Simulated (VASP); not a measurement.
# HfSi3 in VASP: further runs, part 2 of 3

VASP 6.6.1.

### 4 Single point, PBE

File INCAR:

```
SYSTEM = HfSi3
  PREC = Accurate
  ENCUT = 520
  EDIFF = 1E-6
  ISMEAR = -1
  SIGMA = 0.2361
  LREAL = Auto
  LASPH = .TRUE.
  NELM = 100
  ALGO = Normal
  ISIF = 2
  LWAVE = .FALSE.
  LCHARG = .FALSE.
  GGA = PE
  NBANDS = 71
  ISYM = 0
```

File KPOINTS:

```
Automatic mesh
0
Gamma
  1 1 1
  0.25 0.25 0.25
```

File POSCAR:

```
HfSi3
1.0
    6.7792930000     -0.0738530000     -0.2467120000
   -0.0738530000      7.0813630000     -0.0543890000
   -0.2467120000     -0.0543890000      7.0472650000
Si Hf
15 5
Direct
    0.0385876611      0.9847149324      0.8333316116
    0.6306214271      0.1690862606      0.8989668057
    0.9317431559      0.7760229519      0.5275918147
    0.5339874484      0.8229216825      0.4639463677
    0.4428606960      0.4785337129      0.5282931773
    0.6642469592      0.4742057752      0.7759583716
    0.3869880996      0.8575413708      1.0285260205
    1.0528130293      0.5055571404      0.3800994223
    0.2724512526      0.8477644157      0.6650099084
    0.1540403669      0.8351230787      0.3183608274
    0.3329436691      0.1844276534      0.6596604547
    0.2559490452      0.3554942887      0.9357682278
    0.0926773391      0.5272209918      0.6914215138
    0.0459198192      0.2288651413      1.1497881400
    0.7242030868      0.7911554515      0.8027242832
    0.0246054338      0.6078590930      0.0352039130
    0.7533986660      0.9399379316      0.1661170363
    0.5925249265      0.4629590656      0.1690682684
    0.8285268167      0.1870579973      0.5396383427
    0.3824537766      0.1632506281      0.2824210491
```

Potentials or basis: VASP PAW PBE potentials, release 64 (Si, Hf_pv).

On the command line:

```bash
$ cat potpaw_PBE.64/Si/POTCAR potpaw_PBE.64/Hf_pv/POTCAR > POTCAR
$ mpirun -np 1 vasp_std > vasp.out
```

OUTCAR:

```text
SYSTEM = HfSi3
   PREC = Accurate
   ENCUT = 520
   EDIFF = 1E-6
   ISMEAR = -1
   LREAL = Auto
   LASPH = .TRUE.
   NELM = 100
   ISIF = 2
   GGA = PE
   ISYM = 0

 ion  position               nearest neighbor table
   1  0.039  0.985  0.833-   9 2.27  15 2.51   3 2.64  11 2.79  14 2.80   7 2.82  19 2.85  12 3.04
                            16 3.05   2 3.15  17 3.16
   2  0.631  0.169  0.899-   6 2.35  11 2.54  17 2.61  18 2.83  15 2.85  12 2.91   7 2.93  19 2.95
                             1 3.15  20 3.29
   3  0.932  0.776  0.528-  10 2.22   8 2.36  13 2.37  15 2.48   9 2.48   1 2.64   4 2.73  17 3.00
                            19 3.01
   4  0.534  0.823  0.464-   9 2.36   5 2.56  15 2.65  10 2.71   3 2.73  17 2.79  20 2.92  19 3.24
                            18 3.31
   5  0.443  0.479  0.528-   6 2.22  11 2.42   4 2.56  13 2.74   8 2.79  18 2.80  20 2.81   9 3.05
                            19 3.36
   6  0.664  0.474  0.776-   5 2.22  15 2.28   2 2.35  18 2.85  19 2.90  13 3.03  11 3.07  16 3.07
[... 17 lines left out ...]
  15  0.724  0.791  0.803-   6 2.28   3 2.48   1 2.51   4 2.65  17 2.75   2 2.85  16 2.87   7 2.92
                            19 3.47
  16  0.025  0.608  0.035-  12 2.53   8 2.54  13 2.56  10 2.63  14 2.82  15 2.87   7 3.00   1 3.05
                             6 3.07  17 3.18  18 3.29
  17  0.753  0.940  0.166-   2 2.61   7 2.65  15 2.75   4 2.79  14 2.83  10 2.96   3 3.00  19 3.15
                            20 3.15   1 3.16  16 3.18  18 3.53
  18  0.593  0.463  0.169-  20 2.69   5 2.80  12 2.80   2 2.83   6 2.85   7 3.28  16 3.29   4 3.31
                             8 3.37  17 3.53  19 3.59
  19  0.829  0.187  0.540-   1 2.85   6 2.90   2 2.95   8 2.97   3 3.01  13 3.10  17 3.15  14 3.23
                             4 3.24   5 3.36  20 3.42  11 3.47  15 3.47  18 3.59
  20  0.382  0.163  0.282-  14 2.46  18 2.69  11 2.71  10 2.79   7 2.79   5 2.81  12 2.90   4 2.92
                            17 3.15   2 3.29  19 3.42   8 3.43

IMPORTANT INFORMATION: All symmetrisations will be switched off!
NOSYMM: (Re-)initialisation of all symmetry stuff for point group C_1.

----------------------------------------------------------------------------------------

                                     Primitive cell

  volume of cell :     337.8240

  direct lattice vectors                    reciprocal lattice vectors
[... 131 lines left out ...]
  energy-cutoff  :      520.00
  volume of cell :      337.82
 maximum number of plane-waves:      9089
 NGX is ok and might be reduce to    50
   NGX = 25   NGY = 27   NGZ = 27

 number of electron     109.9999999 magnetization

 Free energy of the ion-electron system (eV)
  ---------------------------------------------------
  ext. energy  EPLUGINS =         0.00000000
  ---------------------------------------------------
  free energy    TOTEN  =      -127.38957864 eV

  energy without entropy =     -125.38016691  energy(sigma->0) =     -126.38487278

 E-fermi :   7.7810     XC(G=0): -10.9897

 val. band max:        7.6628069808   @ k =   0.2500   0.2500   0.2500
 cond. band min:       7.7914355446   @ k =   0.2500   0.2500   0.2500
 fundamental gap:      0.1286285638
 Fermi energy:         7.7809628783

 k-point     1 :       0.2500    0.2500    0.2500
  band No.  band energies     occupation
      1     -23.6953      2.00000
      2     -23.5993      2.00000
      3     -23.5089      2.00000
      4     -23.2094      2.00000
      5     -23.1493      2.00000
      6     -23.0174      2.00000
[... 59 lines left out ...]
     66       9.6895      0.00062
     67       9.8565      0.00030
 [bands above 67 left out]

------------------------ aborting loop because EDIFF is reached ----------------------------------------

  FORCE on cell =-STRESS in cart. coord.  units (eV):
  Direction    XX          YY          ZZ          XY          YZ          ZX
  --------------------------------------------------------------------------------------
  -------------------------------------------------------------------------------------
  Total        9.7301989      7.1904985     18.2638033      2.2946312      0.5636273      5.1434712
  in kB       46.1468246     34.1019414     86.6186332     10.8826084      2.6730809     24.3936293
  external PRESSURE =      55.6224664 kB  Pullay stress =       0.0000000 kB

 VOLUME and BASIS-vectors are now :
 -----------------------------------------------------------------------------
  energy-cutoff  :      520.00
  volume of cell :      337.82
      direct lattice vectors                 reciprocal lattice vectors
     6.779293000 -0.073853000 -0.246712000     0.147713857  0.001580350  0.005183392
    -0.073853000  7.081363000 -0.054389000     0.001580350  0.141241031  0.001145388
    -0.246712000 -0.054389000  7.047265000     0.005183392  0.001145388  0.142089321

 POSITION                                       TOTAL-FORCE (eV/Angst)
 -----------------------------------------------------------------------------------
     -0.01672      6.92495      5.80963        -1.255919      0.737041      1.393773
      4.04089      1.10189      6.17048        -0.121049     -0.019494     -0.196828
      6.12908      5.39779      3.44600        -2.626723      1.879462      0.823600
      3.44482      5.76274      3.09305         0.843728      0.262669     -1.228510
      2.83660      3.32723      3.58774        -0.420940      0.165770     -1.643298
      4.27666      3.26676      5.27871         1.597621     -0.792338      1.295858
[... 12 lines left out ...]
      5.46988      1.23409      3.58839        -0.287013      0.131069      0.259455
      2.51103      1.11243      1.88706         0.567403     -1.557167      0.838738
 -----------------------------------------------------------------------------------
    total drift:                               -0.001008      0.009634      0.002396

  FREE ENERGIE OF THE ION-ELECTRON SYSTEM (eV)
  ---------------------------------------------------
  free  energy   TOTEN  =      -127.3895786395 eV

  energy  without entropy=     -125.3801669140  energy(sigma->0) =     -126.38487278
```

OSZICAR:

```text
N       E                     dE             d eps       ncg     rms          rms(c)
DAV:   1     0.432194751032E+03    0.43219E+03   -0.51024E+04   142   0.139E+03
DAV:   2    -0.974354447114E+02   -0.52963E+03   -0.50933E+03   165   0.303E+02
DAV:   3    -0.131947225449E+03   -0.34512E+02   -0.32657E+02   180   0.541E+01
DAV:   4    -0.133026600595E+03   -0.10794E+01   -0.10610E+01   172   0.995E+00
DAV:   5    -0.133064081456E+03   -0.37481E-01   -0.37371E-01   172   0.162E+00    0.918E+01
DAV:   6    -0.128141276875E+03    0.49228E+01   -0.21134E+01   173   0.110E+01    0.590E+01
DAV:   7    -0.128897709783E+03   -0.75643E+00   -0.17756E+01   173   0.112E+01    0.166E+01
DAV:   8    -0.127410592214E+03    0.14871E+01   -0.55292E+00   188   0.742E+00    0.354E+00
DAV:   9    -0.127402186948E+03    0.84053E-02   -0.64408E-01   180   0.279E+00    0.362E+00
DAV:  10    -0.127393479947E+03    0.87070E-02   -0.84113E-02   172   0.911E-01    0.195E+00
DAV:  11    -0.127390017950E+03    0.34620E-02   -0.19197E-02   180   0.445E-01    0.666E-01
DAV:  12    -0.127389792842E+03    0.22511E-03   -0.52155E-03   188   0.213E-01    0.362E-01
DAV:  13    -0.127389611922E+03    0.18092E-03   -0.11772E-03   180   0.994E-02    0.213E-01
DAV:  14    -0.127389584828E+03    0.27094E-04   -0.17284E-04   172   0.397E-02    0.982E-02
DAV:  15    -0.127389580393E+03    0.44356E-05   -0.26864E-05   180   0.186E-02    0.554E-02
DAV:  16    -0.127389578743E+03    0.16502E-05   -0.68941E-06   156   0.932E-03    0.176E-02
DAV:  17    -0.127389578639E+03    0.10316E-06   -0.14196E-06   108   0.402E-03
   1 F= -.12738958E+03 E0= -.12638487E+03  d E =-.200941E+01
```

Wall time 78 s (1 thread of AMD EPYC 7R43 (Zen 3), shared host); peak memory 0.3 GiB.

What came out:

```
Free energy            : -127.3896 eV
Pressure               : 5.6 GPa
Largest force          : 3.437 eV/Å
Band gap on the k mesh : 0.13 eV
```

Forces on the atoms (eV/Å):
```
Si  -1.256  0.737  1.394
Si  -0.121 -0.019 -0.197
Si  -2.627  1.879  0.824
Si   0.844  0.263 -1.229
Si  -0.421  0.166 -1.643
Si   1.598 -0.792  1.296
Si  -0.363 -0.899 -0.382
Si  -0.148 -1.815 -1.065
Si   1.115 -0.584  0.412
Si   1.384  1.058 -1.896
Si   0.099 -0.573  0.561
Si   2.320 -1.183  0.956
Si  -0.150 -0.640  0.009
Si  -3.417  0.026 -0.376
Si  -0.272  0.998  0.825
Hf  -0.906  1.367 -0.580
Hf   0.287 -0.463  0.347
Hf   1.755  1.902 -0.354
Hf  -0.287  0.131  0.259
Hf   0.567 -1.557  0.839
```

Stress tensor (GPa, compression positive):
```
4.61 1.09 2.44
1.09 3.41 0.27
2.44 0.27 8.66
```

Levels at points of the mesh, in eV from the valence-band top:
```csv
k point,band 53,band 54,band 55,band 56,band 57,band 58
"(0.25, 0.25, 0.25)",-0.30,-0.12,0.00,0.13,0.33,0.66
```

Caveat: the k points lie up to 0.93 Å⁻¹ apart; spin-orbit coupling is left out, which moves the levels of the heavy elements.

(Continued in part 3 of 3.)
